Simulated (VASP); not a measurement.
# Si3P (P4/mmm) in VASP: notebook

Si3P is run at these levels: PBE; tasks: single point.

Program: VASP 6.6.1. These are calculated values, not measurements. Logs are shortened: lines on timing, memory, paths and dates and some standing lists are left out, and cuts for length are marked.

## Step 1: The cell of the first run

Symmetry: P4/mmm, No. 123, tetragonal system. The conventional cell has a = 4.328 Å, b = 4.328 Å, c = 3.091 Å, α = 90.00°, β = 90.00°, γ = 90.00°. Si (site symmetry mmm) has 10 Si at 2.66 to 3.09 Å and 4 P at 2.66 Å within 3.5 Å. Within 3.5 Å of Si (site symmetry 4/mmm) lie 10 Si at 2.66 to 3.09 Å and 4 P at 3.06 Å. P (site symmetry 4/mmm) has 12 Si at 2.66 to 3.06 Å and 2 P at 3.09 Å within 3.5 Å.

## Step 2: Single point, PBE

Contents of INCAR:

```
SYSTEM = Si3P
ALGO     = Normal         ! electronic algorithm
EDIFF    = 1E-7           ! SCF threshold, eV
ENCUT    = 520            ! plane-wave cutoff, eV
GGA      = PE             ! functional
ISIF     = 2              ! what is computed and relaxed
ISMEAR   = 0              ! smearing method
LASPH    = .True.         ! aspherical terms in the spheres
LCHARG   = .False.        ! write CHGCAR
LREAL    = .False.        ! projectors in reciprocal space
LWAVE    = .False.        ! write WAVECAR
NBANDS   = 16             ! bands
NELM     = 100            ! most SCF steps
PREC     = Accurate       ! precision mode
SIGMA    = 0.1            ! smearing width, eV
```

Contents of KPOINTS:

```
k-points
0
Gamma
  12 12 12
  0 0 0
```

Contents of POSCAR:

```
Si3P
1.0
    4.3283132232      0.0000000000      0.0000000000
    0.0000000000      4.3283132232      0.0000000000
    0.0000000000      0.0000000000      3.0914371605
Si P
3 1
Direct
    0.0000000000      0.5000000000      0.5000000000
    0.5000000000      0.0000000000      0.5000000000
    0.5000000000      0.5000000000      0.0000000000
    0.0000000000      0.0000000000      0.0000000000
```

Potentials or basis: VASP PAW PBE potentials, release 64 (Si, P).

Started as:

```
cat potpaw_PBE.64/Si/POTCAR potpaw_PBE.64/P/POTCAR > POTCAR
mpirun -np 1 vasp_std > vasp.out
```

OUTCAR:

```text
SYSTEM = Si3P
   EDIFF = 1E-7
   ENCUT = 520
   GGA = PE
   ISIF = 2
   ISMEAR = 0
   LASPH = .True.
   LREAL = .False.
   NELM = 100
   PREC = Accurate

 ion  position               nearest neighbor table
   1  0.000  0.500  0.500-   3 2.66   4 2.66   3 2.66   4 2.66   4 2.66   4 2.66   3 2.66   3 2.66
                             2 3.06   2 3.06   2 3.06   2 3.06
   2  0.500  0.000  0.500-   3 2.66   4 2.66   3 2.66   4 2.66   3 2.66   3 2.66   4 2.66   4 2.66
                             1 3.06   1 3.06   1 3.06   1 3.06
   3  0.500  0.500  0.000-   1 2.66   2 2.66   1 2.66   2 2.66   2 2.66   2 2.66   1 2.66   1 2.66

   4  0.000  0.000  0.000-   1 2.66   2 2.66   1 2.66   2 2.66   1 2.66   1 2.66   2 2.66   2 2.66

  LATTYP: Found a simple tetragonal cell.
 ALAT       =     4.3283132232
 C/A-ratio  =     0.7142360086

  Lattice vectors:

 A1 = (   4.3283132232,   0.0000000000,   0.0000000000)
 A2 = (   0.0000000000,   4.3283132232,   0.0000000000)
 A3 = (   0.0000000000,   0.0000000000,   3.0914371605)

Analysis of symmetry for initial positions (statically):
=====================================================================
 Subroutine PRICEL returns:
 Original cell was already a primitive cell.

 Routine SETGRP: Setting up the symmetry group for a
 simple tetragonal supercell.

 Subroutine GETGRP returns: Found 16 space group operations
 (whereof 16 operations were pure point group operations)
 out of a pool of 16 trial point group operations.

The static configuration has the point symmetry D_4h.

Analysis of symmetry for dynamics (positions and initial velocities):
=====================================================================
 Subroutine PRICEL returns:
 Original cell was already a primitive cell.

 Routine SETGRP: Setting up the symmetry group for a
 simple tetragonal supercell.

 Subroutine GETGRP returns: Found 16 space group operations
 (whereof 16 operations were pure point group operations)
 out of a pool of 16 trial point group operations.

The dynamic configuration has the point symmetry D_4h.

 Subroutine INISYM returns: Found 16 space group operations
 (whereof 16 operations are pure point group operations),
 and found     1 'primitive' translations

----------------------------------------------------------------------------------------

                                     Primitive cell

  volume of cell :      57.9159

  direct lattice vectors                    reciprocal lattice vectors
     4.328313223  0.000000000  0.000000000     0.231036884  0.000000000  0.000000000
     0.000000000  4.328313223  0.000000000     0.000000000  0.231036884  0.000000000
     0.000000000  0.000000000  3.091437160     0.000000000  0.000000000  0.323474147

  length of vectors
     4.328313223  4.328313223  3.091437160     0.231036884  0.231036884  0.323474147

  position of ions in fractional coordinates (direct lattice)
     0.000000000  0.500000000  0.500000000
     0.500000000  0.000000000  0.500000000
     0.500000000  0.500000000  0.000000000
     0.000000000  0.000000000  0.000000000

  ion indices of the primitive-cell ions
   primitive index   ion index
                 1           1
                 2           2
                 3           3
                 4           4

----------------------------------------------------------------------------------------

 KPOINTS: k-points

Automatic generation of k-mesh.
 Grid dimensions read from file:
 generate k-points for:   12   12   12

 Generating k-lattice:

  Cartesian coordinates                     Fractional coordinates (reciprocal lattice)
     0.019253074  0.000000000  0.000000000     0.083333333  0.000000000  0.000000000
     0.000000000  0.019253074  0.000000000     0.000000000  0.083333333  0.000000000
     0.000000000  0.000000000  0.026956179     0.000000000  0.000000000  0.083333333

  Length of vectors
     0.019253074  0.019253074  0.026956179

  Shift w.r.t. Gamma in fractional coordinates (k-lattice)
     0.000000000  0.000000000  0.000000000

 Subroutine IBZKPT returns following result:
 ===========================================

 Found    196 irreducible k-points:

 Following reciprocal coordinates:
            Coordinates               Weight
  0.000000  0.000000  0.000000      1.000000
  0.083333  0.000000  0.000000      4.000000
  0.166667  0.000000  0.000000      4.000000
  0.250000  0.000000  0.000000      4.000000
  0.333333  0.000000  0.000000      4.000000
  0.416667  0.000000  0.000000      4.000000
[... 16 lines left out ...]
  0.333333  0.333333  0.000000      4.000000
  0.416667  0.333333  0.000000      8.000000
 [... further k-points ...]
   k-points           NKPTS =    196   k-points in BZ     NKDIM =    196   number of bands    NBANDS=     16
   number of dos      NEDOS =    301   number of ions     NIONS =      4
   total plane-waves  NPLWV =  24576
   dimension x,y,z NGX =    32 NGY =   32 NGZ =   24
   dimension x,y,z NGXF=    64 NGYF=   64 NGZF=   48
   ions per type =               3   1
   NGX,Y,Z   is equivalent  to a cutoff of  12.29, 12.29, 12.91 a.u.
   NGXF,Y,Z  is equivalent  to a cutoff of  24.58, 24.58, 25.81 a.u.
 SYSTEM =  Si3P
   PREC   = accura    normal or accurate (medium, high low for compatibility)
   ISTART =      0    job   : 0-new  1-cont  2-samecut
   ICHARG =      2    charge: 1-file 2-atom 10-const
   ISPIN  =      1    spin polarized calculation?
   LNONCOLLINEAR =      F non collinear calculations
   LSORBIT =      F    spin-orbit coupling
   LASPH  =      T    aspherical Exc in radial PAW
   ENCUT  =  520.0 eV  38.22 Ry    6.18 a.u.   8.05  8.05  5.75*2*pi/ulx,y,z
   NELM   =    100;   NELMIN=  2; NELMDL= -5     # of ELM steps
   EDIFF  = 0.1E-06   stopping-criterion for ELM
   LREAL  =      F    real-space projection
   EDIFFG = 0.1E-05   stopping-criterion for IOM
   NSW    =      0    number of steps for IOM
   IBRION =     -1    ionic relax: 0-MD 1-quasi-New 2-CG
   NFREE  =      0    steps in history (QN), initial steepest desc. (CG)
   ISIF   =      2    stress and relaxation
   ISYM   =      2    0-nonsym 1-usesym 2-fastsym
   POTIM  = 0.5000    time-step for ionic-motion
   TEBEG  =    0.0;   TEEND  =   0.0 temperature during run
   PSTRESS=    0.0 pullay stress
   NELECT =      17.0000    total number of electrons
   NUPDOWN=      -1.0000    fix difference up-down
   EMIN   =  10.00;   EMAX   =-10.00  energy-range for DOS
   EFERMI =   0.00;   METHOD = LEGACY
   ISMEAR =     0;   SIGMA  =   0.10  broadening in eV -4-tet -1-fermi 0-gaus
   EFERMI_NEDOS =   21; number of points for ismear=-14 and -15
   IALGO  =     38    algorithm
   IMIX   =      4    mixing-type and parameters
     AMIX     =   0.40;   BMIX     =  1.00
     AMIX_MAG =   1.60;   BMIX_MAG =  1.00
  volume/ion in A,a.u.               =      14.48        97.71
  Fermi-wavevector in a.u.,A,eV,Ry     =   1.087991  2.056004 16.105542  1.183724
  Thomas-Fermi vector in A             =   2.224162
   LORBIT       =      0    0 simple, 1 ext, 2 COOP (PROOUT), +10 PAW based schemes
   GGA     = PE    functional components
   LHFCALC =     F    Hartree Fock is set to
   AEXX    =    0.0000 exact exchange contribution
   IVDW    =     0    specifies the selected vdW correction
   LEPSILON=     F    determine dielectric tensor
   LRPA    =     F    only Hartree local field effects (RPA)
 non-spin polarized calculation
 Gauss-broadening in eV      SIGMA  =   0.10
  energy-cutoff  :      520.00
  volume of cell :       57.92
 maximum number of plane-waves:      1608
   NGX = 17   NGY = 17   NGZ = 11

 number of electron      17.0000000 magnetization

 Free energy of the ion-electron system (eV)
  ---------------------------------------------------
  ext. energy  EPLUGINS =         0.00000000
  ---------------------------------------------------
  free energy    TOTEN  =       -19.59326015 eV

  energy without entropy =      -19.58623655  energy(sigma->0) =      -19.58974835

 E-fermi :   9.9837     XC(G=0): -11.2643

 val. band max:        9.9768875334   @ k =   0.4167   0.0000   0.4167
 cond. band min:       9.9877099764   @ k =   0.5000   0.0833   0.5000
 fundamental gap:      0.0108224430
 Fermi energy:         9.9837497408

 k-point     1 :       0.0000    0.0000    0.0000
  band No.  band energies     occupation
      1      -4.9856      2.00000
      2       1.5369      2.00000
      3       3.0916      2.00000
      4       3.0916      2.00000
      5       3.1452      2.00000
      6       8.5720      2.00000
[... 8 lines left out ...]
     15      17.1272      0.00000
     16      17.3809      0.00000

 k-point     2 :       0.0833    0.0000    0.0000
  band No.  band energies     occupation
      1      -4.9348      2.00000
      2       1.1331      2.00000
      3       2.5939      2.00000
      4       3.1406      2.00000
      5       4.1913      2.00000
      6       8.3650      2.00000
[... 8 lines left out ...]
     15      17.1634      0.00000
     16      17.4307      0.00000

 k-point     3 :       0.1667    0.0000    0.0000
  band No.  band energies     occupation
      1      -4.7831      2.00000
      2       0.2682      2.00000
      3       2.5970      2.00000
      4       3.2872      2.00000
      5       5.4853      2.00000
      6       7.4546      2.00000
[... 8 lines left out ...]
     15      17.2721      0.00000
     16      17.5798      0.00000

 k-point     4 :       0.2500    0.0000    0.0000
  band No.  band energies     occupation
      1      -4.5342      2.00000
      2      -0.6347      2.00000
      3       2.8020      2.00000
      4       3.5294      2.00000
      5       6.5633      2.00000
      6       6.9098      2.00000
[... 8 lines left out ...]
     15      17.1397      0.00000
     16      17.4569      0.00000
[... 324 lines left out ...]
 k-point    22 :       0.5000    0.2500    0.0000
  band No.  band energies     occupation
      1      -3.1709      2.00000
      2      -1.9945      2.00000
      3       0.9917      2.00000
      4       1.7947      2.00000
      5       8.0318      2.00000
      6       9.0077      2.00000
[... 8 lines left out ...]
     15      15.7129      0.00000
     16      16.4421      0.00000

 k-point    23 :       0.3333    0.3333    0.0000
  band No.  band energies     occupation
      1      -3.4383      2.00000
      2      -0.9539      2.00000
      3      -0.2221      2.00000
      4       2.0333      2.00000
      5       8.5875      2.00000
      6       9.4590      2.00000
[... 8 lines left out ...]
     15      15.0490      0.00000
     16      15.7303      0.00000

 k-point    24 :       0.4167    0.3333    0.0000
  band No.  band energies     occupation
      1      -3.0829      2.00000
      2      -1.3521      2.00000
      3      -0.0657      2.00000
      4       1.3117      2.00000
      5       9.1832      2.00000
      6      10.1302      0.03829
[... 8 lines left out ...]
     15      14.8091      0.00000
     16      15.2494      0.00000

 [... further k-points ...]

------------------------ aborting loop because EDIFF is reached ----------------------------------------

  FORCE on cell =-STRESS in cart. coord.  units (eV):
  Direction    XX          YY          ZZ          XY          YZ          ZX
  --------------------------------------------------------------------------------------
  -------------------------------------------------------------------------------------
  Total       -0.0126089     -0.0126089     -0.0201050      0.0000000      0.0000000      0.0000000
  in kB       -0.3488099     -0.3488099     -0.5561828      0.0000000      0.0000000      0.0000000
  external PRESSURE =      -0.4179342 kB  Pullay stress =       0.0000000 kB

 VOLUME and BASIS-vectors are now :
 -----------------------------------------------------------------------------
  energy-cutoff  :      520.00
  volume of cell :       57.92
      direct lattice vectors                 reciprocal lattice vectors
     4.328313223  0.000000000  0.000000000     0.231036884  0.000000000  0.000000000
     0.000000000  4.328313223  0.000000000     0.000000000  0.231036884  0.000000000
     0.000000000  0.000000000  3.091437160     0.000000000  0.000000000  0.323474147

 POSITION                                       TOTAL-FORCE (eV/Angst)
 -----------------------------------------------------------------------------------
      0.00000      2.16416      1.54572         0.000000      0.000000      0.000000
      2.16416      0.00000      1.54572         0.000000      0.000000      0.000000
      2.16416      2.16416      0.00000         0.000000      0.000000      0.000000
      0.00000      0.00000      0.00000         0.000000      0.000000      0.000000
 -----------------------------------------------------------------------------------
    total drift:                               -0.000000      0.000000     -0.000000

  FREE ENERGIE OF THE ION-ELECTRON SYSTEM (eV)
  ---------------------------------------------------
  free  energy   TOTEN  =       -19.5932601535 eV

  energy  without entropy=      -19.5862365460  energy(sigma->0) =      -19.58974835
```

It took 90 s on 1 thread of Intel Xeon Platinum 8259CL at 2.50GHz (Skylake/Cascade Lake), shared host; peak memory 0.27 GiB.

Results:

```
Free energy            : -19.5933 eV
Pressure               : 0.0 GPa
Band gap on the k mesh : zero (an odd number of electrons rules out a gap without spin polarisation)
```

Levels at points of the mesh, in eV from the Fermi level:
```
           k point  band 6  band 7  band 8  band 9  band 10  band 11
(0.00, 0.00, 0.00)   -1.41   -1.00   -1.00   -0.06     2.32     2.41
(0.50, 0.00, 0.00)   -4.70   -0.28    1.05    1.34     1.79     3.05
(0.50, 0.50, 0.00)    1.56    1.56    2.56    2.77     2.77     2.78
(0.00, 0.00, 0.50)   -3.55   -3.49   -2.89   -2.89    -2.84     1.97
(0.50, 0.00, 0.50)   -2.58   -2.00   -1.88   -1.36    -1.12    -1.10
(0.50, 0.50, 0.50)   -6.94   -6.94   -6.58    3.69     3.69     5.56
```

## Step 3: Single point, PBE

Contents of INCAR:

```
SYSTEM = Si3P
  PREC = Accurate
  ENCUT = 520
  EDIFF = 1E-7
  ISMEAR = 0
  SIGMA = 0.1
  LREAL = .False.
  LASPH = .True.
  NELM = 100
  ALGO = Normal
  ISIF = 2
  LWAVE = .False.
  LCHARG = .True.
  GGA = PE
  LELF = .True.
  LVHAR = .True.
  NBANDS = 16
```

Contents of KPOINTS:

```
regular mesh
0
Gamma
  12 12 16
  0 0 0
```

Contents of POSCAR:

```
Si3P
1.0
    4.3154927446      0.0000000000      0.0000000000
    0.0000000000      4.3154927446      0.0000000000
    0.0000000000      0.0000000000      3.1081957152
Si P
3 1
Direct
    0.0000000000      0.5000000000      0.5000000000
    0.5000000000      0.0000000000      0.5000000000
    0.5000000000      0.5000000000      0.0000000000
    0.0000000000      0.0000000000      0.0000000000
```

Potentials or basis: VASP PAW PBE potentials, release 64 (Si, P).

Started as:

```
cat potpaw_PBE.64/Si/POTCAR potpaw_PBE.64/P/POTCAR > POTCAR
mpirun -np 1 vasp_std > vasp.out
```

OUTCAR:

```text
SYSTEM = Si3P
   PREC = Accurate
   ENCUT = 520
   EDIFF = 1E-7
   ISMEAR = 0
   LREAL = .False.
   LASPH = .True.
   NELM = 100
   ISIF = 2
   GGA = PE

 ion  position               nearest neighbor table
   1  0.000  0.500  0.500-   3 2.66   4 2.66   3 2.66   4 2.66   4 2.66   4 2.66   3 2.66   3 2.66
                             2 3.05   2 3.05   2 3.05   2 3.05
   2  0.500  0.000  0.500-   3 2.66   4 2.66   3 2.66   4 2.66   3 2.66   3 2.66   4 2.66   4 2.66
                             1 3.05   1 3.05   1 3.05   1 3.05
   3  0.500  0.500  0.000-   1 2.66   2 2.66   1 2.66   2 2.66   2 2.66   2 2.66   1 2.66   1 2.66
                             4 3.05   4 3.05   4 3.05   4 3.05
   4  0.000  0.000  0.000-   1 2.66   2 2.66   1 2.66   2 2.66   1 2.66   1 2.66   2 2.66   2 2.66
[... 660 lines left out ...]
  -------------------------------------------------------------------------------------
  Total       -0.0164043     -0.0164043     -0.0228101      0.0000000      0.0000000      0.0000000
  in kB       -0.4540449     -0.4540449     -0.6313479      0.0000000      0.0000000      0.0000000
  external PRESSURE =      -0.5131459 kB  Pullay stress =       0.0000000 kB

 VOLUME and BASIS-vectors are now :
 -----------------------------------------------------------------------------
  energy-cutoff  :      520.00
  volume of cell :       57.89
      direct lattice vectors                 reciprocal lattice vectors
     4.315492745  0.000000000  0.000000000     0.231723249  0.000000000  0.000000000
     0.000000000  4.315492745  0.000000000     0.000000000  0.231723249  0.000000000
     0.000000000  0.000000000  3.108195715     0.000000000  0.000000000  0.321730062

 POSITION                                       TOTAL-FORCE (eV/Angst)
 -----------------------------------------------------------------------------------
      0.00000      2.15775      1.55410         0.000000      0.000000      0.000000
      2.15775      0.00000      1.55410         0.000000      0.000000      0.000000
      2.15775      2.15775      0.00000         0.000000      0.000000      0.000000
      0.00000      0.00000      0.00000         0.000000      0.000000      0.000000
 -----------------------------------------------------------------------------------
    total drift:                               -0.000000      0.000000     -0.000000

  FREE ENERGIE OF THE ION-ELECTRON SYSTEM (eV)
  ---------------------------------------------------
  free  energy   TOTEN  =       -19.5886802167 eV

  energy  without entropy=      -19.5801780090  energy(sigma->0) =      -19.58442911
```

stdout:

```text
POSCAR found type information on POSCAR SiP
 POSCAR found :  2 types and       4 ions
 scaLAPACK will be used
 LDA part: xc-table for (Slater+PW92), standard interpolation
 POSCAR, INCAR and KPOINTS ok, starting setup
 FFT: planning ... GRIDC
 FFT: planning ... GRID_SOFT
 FFT: planning ... GRID
 WAVECAR not read
 entering main loop
```

Run time: 1.8 min. Hardware: 1 thread of Intel Xeon Platinum 8259CL at 2.50GHz (Skylake/Cascade Lake), shared host; peak memory 0.3 GiB.

Results:

```yaml
Free_energy: -19.5887 eV
Pressure: -0.1 GPa
Band_gap_on_the_k_mesh: zero (an odd number of electrons rules out a gap without spin polarisation)
```

Levels at points of the mesh, in eV from the Fermi level:
```
           k point  band 4  band 5  band 6  band 7  band 8  band 9  band 10  band 11  band 12  band 13
(0.00, 0.00, 0.00)   -6.85   -6.76   -1.53   -0.90   -0.90   -0.06     2.34     2.47     3.73     5.36
(0.50, 0.00, 0.00)   -5.40   -5.10   -4.64   -0.38    0.94    1.42     1.84     2.99     3.31     5.67
(0.50, 0.50, 0.00)  -10.42    0.50    1.65    1.65    2.53    2.67     2.67     2.69     3.15     3.16
(0.00, 0.00, 0.50)   -3.71   -3.71   -3.49   -3.46   -2.88   -2.88    -2.78     2.04     2.04     3.04
(0.50, 0.00, 0.50)   -8.65   -2.81   -2.57   -1.95   -1.83   -1.31    -1.09    -1.08    -1.05     4.32
(0.50, 0.50, 0.50)   -6.94   -6.94   -6.93   -6.93   -6.56    3.76     3.76     5.64     5.74     6.86
```

(Part 1 of 2 ends here.)
